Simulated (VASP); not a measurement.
# Si27PC26 (a cell with a defect) in VASP: single point with PBE

Aim: the single point of Si27PC26 (a cell with a defect) with PBE.

Program: VASP 6.6.1. These are calculated values, not measurements. Logs are shortened: lines on timing, memory, paths and dates and some standing lists are left out, and cuts for length are marked.

## (1) The cell of the first run

The cell holds a defect, 54 atoms: a = 9.245 Å, b = 9.245 Å, c = 9.245 Å, α = 60.00°, β = 60.00°, γ = 60.00°.

## (2) Single point, PBE

Contents of INCAR:

```
PREC = Accurate
ENCUT = 520
EDIFF = 1E-7
ISMEAR = -1
SIGMA = 0.01
LREAL = Auto
LASPH = T
NELM = 100
ALGO = Normal
ISIF = 2
LWAVE = F
LCHARG = F
GGA = PE
NELECT = 216.0
NBANDS = 142
```

Contents of KPOINTS:

```
regular mesh
0
Gamma
  3 3 3
```

Contents of POSCAR:

```
Si27PC26
1.0
    0.0000000000      6.5370000000      6.5370000000
    6.5370000000      0.0000000000      6.5370000000
    6.5370000000      6.5370000000      0.0000000000
Si P C
27 1 26
Direct
   -0.0106767716     -0.0106767716     -0.0106767716
   -0.0106767716     -0.0106767716      0.3653636483
   -0.0000714418     -0.0000714418      0.6667381084
   -0.0106767716      0.3653636483     -0.0106767716
   -0.0010301886      0.3341966439      0.3341966439
   -0.0010301886      0.3341966439      0.6659702342
   -0.0000714418      0.6667381084     -0.0000714418
   -0.0010301886      0.6659702342      0.3341966439
   -0.0000714418      0.6667381084      0.6667381084
    0.3653636483     -0.0106767716     -0.0106767716
    0.3341966439     -0.0010301886      0.3341966439
    0.3341966439     -0.0010301886      0.6659702342
    0.3341966439      0.3341966439     -0.0010301886
    0.3333333333      0.3333333333      0.3333333333
    0.3341966439      0.3341966439      0.6659702342
    0.3341966439      0.6659702342     -0.0010301886
    0.3341966439      0.6659702342      0.3341966439
    0.3336656873      0.6665558820      0.6665558820
    0.6667381084     -0.0000714418     -0.0000714418
    0.6659702342     -0.0010301886      0.3341966439
    0.6667381084     -0.0000714418      0.6667381084
    0.6659702342      0.3341966439     -0.0010301886
    0.6659702342      0.3341966439      0.3341966439
    0.6665558820      0.3336656873      0.6665558820
    0.6667381084      0.6667381084     -0.0000714418
    0.6665558820      0.6665558820      0.3336656873
    0.6665558820      0.6665558820      0.6665558820
    0.0833333333      0.0833333333      0.0833333333
    0.0838883371      0.0838883371      0.4197991490
    0.0838883371      0.0838883371      0.7457575102
    0.0838883371      0.4197991490      0.0838883371
    0.0835015216      0.4166106039      0.4166106039
    0.0838883371      0.4197991490      0.7457575102
    0.0838883371      0.7457575102      0.0838883371
    0.0838883371      0.7457575102      0.4197991490
    0.0832423395      0.7500303313      0.7500303313
    0.4197991490      0.0838883371      0.0838883371
    0.4166106039      0.0835015216      0.4166106039
    0.4197991490      0.0838883371      0.7457575102
    0.4166106039      0.4166106039      0.0835015216
    0.4166106039      0.4166106039      0.4166106039
    0.4167609977      0.4167609977      0.7499056690
    0.4197991490      0.7457575102      0.0838883371
    0.4167609977      0.7499056690      0.4167609977
    0.4167609977      0.7499056690      0.7499056690
    0.7457575102      0.0838883371      0.0838883371
    0.7457575102      0.0838883371      0.4197991490
    0.7500303313      0.0832423395      0.7500303313
    0.7457575102      0.4197991490      0.0838883371
    0.7499056690      0.4167609977      0.4167609977
    0.7499056690      0.4167609977      0.7499056690
    0.7500303313      0.7500303313      0.0832423395
    0.7499056690      0.7499056690      0.4167609977
    0.7500303313      0.7500303313      0.7500303313
```

Potentials or basis: VASP PAW PBE potentials, release 64 (Si, P, C).

Started as:

```console
$ cat potpaw_PBE.64/Si/POTCAR potpaw_PBE.64/P/POTCAR potpaw_PBE.64/C/POTCAR > POTCAR
$ mpirun -np 1 vasp_std > vasp.out
```

OUTCAR:

```text
PREC = Accurate
   ENCUT = 520
   EDIFF = 1E-7
   ISMEAR = -1
   LREAL = Auto
   LASPH = T
   NELM = 100
   ISIF = 2
   GGA = PE
   NELECT = 216.0

 ion  position               nearest neighbor table
   1  0.989  0.989  0.989-  30 1.85  34 1.85  46 1.85  28 2.13   3 2.89   7 2.89  19 2.89  20 3.10
                            22 3.10   8 3.10  12 3.10  16 3.10   6 3.10
   2  0.989  0.989  0.365-  29 1.85  35 1.85  47 1.85  28 2.13   3 2.89   9 2.89  21 2.89  11 3.10
                             5 3.10  17 3.10  23 3.10   8 3.10  20 3.10
   3  1.000  1.000  0.667-  29 1.86  30 1.86  36 1.89  48 1.89   2 2.89   1 2.89   7 3.08   9 3.08
                            19 3.08  21 3.08   5 3.08  11 3.08   6 3.08  12 3.08  18 3.08  24 3.08
   4  0.989  0.365  0.989-  31 1.85  33 1.85  49 1.85  28 2.13   7 2.89   9 2.89  25 2.89  13 3.10
                             5 3.10  23 3.10  15 3.10  22 3.10   6 3.10
   5  0.999  0.334  0.334-  50 1.88  32 1.88  29 1.89  31 1.89   6 3.07   8 3.07  24 3.07  26 3.07
                            23 3.08   3 3.08   7 3.08  14 3.08   2 3.10   4 3.10  11 3.10  13 3.10
   6  0.999  0.334  0.666-  51 1.88  32 1.88  33 1.89  30 1.89   5 3.07   8 3.07  27 3.07  24 3.07
                            22 3.08   9 3.08   3 3.08  14 3.08   1 3.10   4 3.10  15 3.10  12 3.10
   7  1.000  0.667  1.000-  31 1.86  34 1.86  36 1.89  52 1.89   4 2.89   1 2.89   3 3.08   9 3.08
                            19 3.08  25 3.08   5 3.08  13 3.08   8 3.08  16 3.08  18 3.08  26 3.08
   8  0.999  0.666  0.334-  53 1.88  32 1.88  35 1.89  34 1.89   5 3.07   6 3.07  27 3.07  26 3.07
                            20 3.08   9 3.08   7 3.08  14 3.08   1 3.10   2 3.10  17 3.10  16 3.10
   9  1.000  0.667  0.667-  33 1.86  35 1.86  54 1.89  36 1.89   2 2.89   4 2.89   3 3.08   7 3.08
                            21 3.08  25 3.08   6 3.08   8 3.08  15 3.08  17 3.08  27 3.08  18 3.08
  10  0.365  0.989  0.989-  37 1.85  39 1.85  43 1.85  28 2.13  19 2.89  21 2.89  25 2.89  13 3.10
                            11 3.10  17 3.10  15 3.10  16 3.10  12 3.10
  11  0.334  0.999  0.334-  44 1.88  38 1.88  29 1.89  37 1.89  12 3.07  20 3.07  18 3.07  26 3.07
                            17 3.08   3 3.08  19 3.08  14 3.08   2 3.10  10 3.10   5 3.10  13 3.10
[... 57 lines left out ...]
  53  0.750  0.750  0.417-   8 1.88  20 1.88  27 1.89  26 1.89
  54  0.750  0.750  0.750-   9 1.89  21 1.89  25 1.89  27 1.89

  LATTYP: Found a face centered cubic cell.
 ALAT       =    13.0740000000

  Lattice vectors:

 A1 = (   0.0000000000,   6.5370000000,   6.5370000000)
 A2 = (   6.5370000000,   0.0000000000,   6.5370000000)
 A3 = (   6.5370000000,   6.5370000000,   0.0000000000)

Analysis of symmetry for initial positions (statically):
=====================================================================
 Subroutine PRICEL returns:
 Original cell was already a primitive cell.

 Routine SETGRP: Setting up the symmetry group for a
 face centered cubic supercell.

 Subroutine GETGRP returns: Found 24 space group operations
 (whereof  6 operations were pure point group operations)
 out of a pool of 48 trial point group operations.

The static configuration has the point symmetry C_3v.
 The point group associated with its full space group is T_d .

Analysis of symmetry for dynamics (positions and initial velocities):
=====================================================================
 Subroutine PRICEL returns:
 Original cell was already a primitive cell.

 Routine SETGRP: Setting up the symmetry group for a
 face centered cubic supercell.

 Subroutine GETGRP returns: Found 24 space group operations
 (whereof  6 operations were pure point group operations)
 out of a pool of 48 trial point group operations.

The dynamic configuration has the point symmetry C_3v.
 The point group associated with its full space group is T_d .

 Subroutine INISYM returns: Found 24 space group operations
 (whereof  6 operations are pure point group operations),
 and found     1 'primitive' translations

----------------------------------------------------------------------------------------

                                     Primitive cell

  volume of cell :     558.6830

  direct lattice vectors                    reciprocal lattice vectors
     0.000000000  6.537000000  6.537000000    -0.076487685  0.076487685  0.076487685
     6.537000000  0.000000000  6.537000000     0.076487685 -0.076487685  0.076487685
     6.537000000  6.537000000  0.000000000     0.076487685  0.076487685 -0.076487685

  length of vectors
     9.244714057  9.244714057  9.244714057     0.132480557  0.132480557  0.132480557

  position of ions in fractional coordinates (direct lattice)
     0.989323228  0.989323228  0.989323228
     0.989323228  0.989323228  0.365363648
     0.999928558  0.999928558  0.666738108
     0.989323228  0.365363648  0.989323228
     0.998969811  0.334196644  0.334196644
     0.998969811  0.334196644  0.665970234
[... 46 lines left out ...]
     0.749905669  0.749905669  0.416760998
     0.750030331  0.750030331  0.750030331

  ion indices of the primitive-cell ions
   primitive index   ion index
                 1           1
                 2           2
                 3           3
                 4           4
                 5           5
                 6           6
[... 46 lines left out ...]
                53          53
                54          54

----------------------------------------------------------------------------------------

 KPOINTS: regular mesh

Automatic generation of k-mesh.
 Grid dimensions read from file:
 generate k-points for:    3    3    3

 Generating k-lattice:

  Cartesian coordinates                     Fractional coordinates (reciprocal lattice)
    -0.025495895  0.025495895  0.025495895     0.333333333  0.000000000  0.000000000
     0.025495895 -0.025495895  0.025495895     0.000000000  0.333333333  0.000000000
     0.025495895  0.025495895 -0.025495895     0.000000000  0.000000000  0.333333333

  Length of vectors
     0.044160186  0.044160186  0.044160186

  Shift w.r.t. Gamma in fractional coordinates (k-lattice)
     0.000000000  0.000000000  0.000000000

 Subroutine IBZKPT returns following result:
 ===========================================

 Found      4 irreducible k-points:

 Following reciprocal coordinates:
            Coordinates               Weight
  0.000000  0.000000  0.000000      1.000000
  0.333333  0.000000  0.000000      8.000000
  0.333333  0.333333  0.000000      6.000000
 -0.333333  0.333333  0.000000     12.000000
   k-points           NKPTS =      4   k-points in BZ     NKDIM =      4   number of bands    NBANDS=    142
   number of dos      NEDOS =    301   number of ions     NIONS =     54
   total plane-waves  NPLWV = 343000
   dimension x,y,z NGX =    70 NGY =   70 NGZ =   70
   dimension x,y,z NGXF=   140 NGYF=  140 NGZF=  140
   ions per type =              27   1  26
   NGX,Y,Z   is equivalent  to a cutoff of  12.59, 12.59, 12.59 a.u.
   NGXF,Y,Z  is equivalent  to a cutoff of  25.18, 25.18, 25.18 a.u.
 SYSTEM =  unknown system
   PREC   = accura    normal or accurate (medium, high low for compatibility)
   ISTART =      0    job   : 0-new  1-cont  2-samecut
   ICHARG =      2    charge: 1-file 2-atom 10-const
   ISPIN  =      1    spin polarized calculation?
   LNONCOLLINEAR =      F non collinear calculations
   LSORBIT =      F    spin-orbit coupling
   LASPH  =      T    aspherical Exc in radial PAW
   ENCUT  =  520.0 eV  38.22 Ry    6.18 a.u.  17.19 17.19 17.19*2*pi/ulx,y,z
   NELM   =    100;   NELMIN=  2; NELMDL= -5     # of ELM steps
   EDIFF  = 0.1E-06   stopping-criterion for ELM
   LREAL  =      T    real-space projection
   EDIFFG = 0.1E-05   stopping-criterion for IOM
   NSW    =      0    number of steps for IOM
   IBRION =     -1    ionic relax: 0-MD 1-quasi-New 2-CG
   NFREE  =      0    steps in history (QN), initial steepest desc. (CG)
   ISIF   =      2    stress and relaxation
   ISYM   =      2    0-nonsym 1-usesym 2-fastsym
   POTIM  = 0.5000    time-step for ionic-motion
   TEBEG  =    0.0;   TEEND  =   0.0 temperature during run
   PSTRESS=    0.0 pullay stress
   NELECT =     216.0000    total number of electrons
   NUPDOWN=      -1.0000    fix difference up-down
   EMIN   =  10.00;   EMAX   =-10.00  energy-range for DOS
   EFERMI =   0.00;   METHOD = LEGACY
   ISMEAR =    -1;   SIGMA  =   0.01  broadening in eV -4-tet -1-fermi 0-gaus
   EFERMI_NEDOS =   21; number of points for ismear=-14 and -15
   IALGO  =     38    algorithm
   IMIX   =      4    mixing-type and parameters
     AMIX     =   0.40;   BMIX     =  1.00
     AMIX_MAG =   1.60;   BMIX_MAG =  1.00
  volume/ion in A,a.u.               =      10.35        69.82
  Fermi-wavevector in a.u.,A,eV,Ry     =   1.192626  2.253736 19.352338  1.422357
  Thomas-Fermi vector in A             =   2.328660
   LORBIT       =      0    0 simple, 1 ext, 2 COOP (PROOUT), +10 PAW based schemes
   GGA     = PE    functional components
[... 5 lines left out ...]
 non-spin polarized calculation
  energy-cutoff  :      520.00
  volume of cell :      558.68
 maximum number of plane-waves:     15070
 NGX is ok and might be reduce to    70
   NGX = 35   NGY = 35   NGZ = 35

 number of electron     215.9999999 magnetization

 Free energy of the ion-electron system (eV)
  ---------------------------------------------------
  ext. energy  EPLUGINS =         0.00000000
  ---------------------------------------------------
  free energy    TOTEN  =      -410.19931684 eV

  energy without entropy =     -410.19931684  energy(sigma->0) =     -410.19931684

 E-fermi :   8.6120     XC(G=0): -11.3766

 val. band max:        8.3236681033   @ k =   0.0000   0.0000   0.0000
 cond. band min:       9.7005109052   @ k =   0.3333   0.3333   0.0000
 fundamental gap:      1.3768428019
 Fermi energy:         8.6119573809

 k-point     1 :       0.0000    0.0000    0.0000
  band No.  band energies     occupation
      1      -7.1957      2.00000
      2      -5.2256      2.00000
      3      -5.2256      2.00000
      4      -5.2256      2.00000
      5      -5.1080      2.00000
      6      -5.0707      2.00000
[... 481 lines left out ...]
    119      13.1295      0.00000
    120      13.2539      0.00000
 [bands above 120 left out]

------------------------ aborting loop because EDIFF is reached ----------------------------------------

  FORCE on cell =-STRESS in cart. coord.  units (eV):
  Direction    XX          YY          ZZ          XY          YZ          ZX
  --------------------------------------------------------------------------------------
  -------------------------------------------------------------------------------------
  Total       16.3169858     16.3169858     16.3169858      0.0000000      0.0000000      0.0000000
  in kB       46.7934502     46.7934502     46.7934502      0.0000000      0.0000000      0.0000000
  external PRESSURE =      46.7934502 kB  Pullay stress =       0.0000000 kB

 VOLUME and BASIS-vectors are now :
 -----------------------------------------------------------------------------
  energy-cutoff  :      520.00
  volume of cell :      558.68
      direct lattice vectors                 reciprocal lattice vectors
     0.000000000  6.537000000  6.537000000    -0.076487685  0.076487685  0.076487685
     6.537000000  0.000000000  6.537000000     0.076487685 -0.076487685  0.076487685
     6.537000000  6.537000000  0.000000000     0.076487685  0.076487685 -0.076487685

 POSITION                                       TOTAL-FORCE (eV/Angst)
 -----------------------------------------------------------------------------------
     12.93441     12.93441     12.93441         0.017425      0.017425      0.017425
      8.85559      8.85559     12.93441        -0.017425     -0.017425      0.017425
     10.89500     10.89500     13.07307         0.000000     -0.000000      0.023816
      8.85559     12.93441      8.85559        -0.017425      0.017425     -0.017425
      4.36929      8.71491      8.71491         0.004979      0.002310      0.002310
      6.53809     10.88371      8.71491        -0.002310     -0.004979      0.002310
[... 46 lines left out ...]
      7.62650      7.62650      9.80427         0.000000     -0.000000     -0.000344
      9.80590      9.80590      9.80590        -0.002337     -0.002337     -0.002337
 -----------------------------------------------------------------------------------
    total drift:                               -0.000011     -0.000011     -0.000011

  FREE ENERGIE OF THE ION-ELECTRON SYSTEM (eV)
  ---------------------------------------------------
  free  energy   TOTEN  =      -410.1993168379 eV

  energy  without entropy=     -410.1993168379  energy(sigma->0) =     -410.19931684
```

Run time: 16 min. Hardware: 1 thread of AMD EPYC 7R43 (Zen 3), shared host; peak memory 0.73 GiB.

Results:

- Free energy: -410.1993 eV
- Largest force: 0.030 eV/Å

Forces on the atoms (eV/Å):
```
Si   0.017  0.017  0.017
Si  -0.017 -0.017  0.017
Si   0.000  0.000  0.024
Si  -0.017  0.017 -0.017
Si   0.005  0.002  0.002
Si  -0.002 -0.005  0.002
Si   0.000  0.024  0.000
Si  -0.002  0.002 -0.005
Si  -0.024  0.000  0.000
Si   0.017 -0.017 -0.017
Si   0.002  0.005  0.002
Si  -0.005 -0.002  0.002
Si   0.002  0.002  0.005
Si   0.000  0.000  0.000
Si  -0.002 -0.002  0.005
Si  -0.005  0.002 -0.002
Si  -0.002  0.005 -0.002
Si   0.014 -0.014 -0.014
Si   0.024  0.000  0.000
Si   0.002 -0.002 -0.005
Si   0.000 -0.024  0.000
Si   0.002 -0.005 -0.002
Si   0.005 -0.002 -0.002
Si  -0.014  0.014 -0.014
Si   0.000  0.000 -0.024
Si  -0.014 -0.014  0.014
Si   0.014  0.014  0.014
P    0.000  0.000  0.000
C    0.001  0.001 -0.019
C   -0.001 -0.001 -0.019
C    0.001 -0.019  0.001
C   -0.006  0.006  0.006
C    0.019 -0.001  0.001
C   -0.001 -0.019 -0.001
C    0.019  0.001 -0.001
C   -0.002  0.002  0.002
C   -0.019  0.001  0.001
C    0.006 -0.006  0.006
C   -0.001  0.019  0.001
C    0.006  0.006 -0.006
C   -0.006 -0.006 -0.006
C    0.000  0.000  0.000
C   -0.001  0.001  0.019
C    0.000  0.000  0.000
C    0.000  0.000  0.000
C   -0.019 -0.001 -0.001
C    0.001  0.019 -0.001
C    0.002 -0.002  0.002
C    0.001 -0.001  0.019
C    0.000  0.000  0.000
C    0.000  0.000  0.000
C    0.002  0.002 -0.002
C    0.000  0.000  0.000
C   -0.002 -0.002 -0.002
```

Levels at points of the mesh, in eV from the Fermi level:
```
           k point  band 104  band 105  band 106  band 107  band 108  band 109  band 110  band 111  band 112  band 113
(0.00, 0.00, 0.00)     -0.92     -0.92     -0.29     -0.29     -0.29      2.09      2.09      2.09      2.13      2.34
```

Caveat: the cell carries a net charge on a neutralising background, which shifts energy and pressure; the cell is charged against a uniform background, so pressure and absolute levels hang on convention.
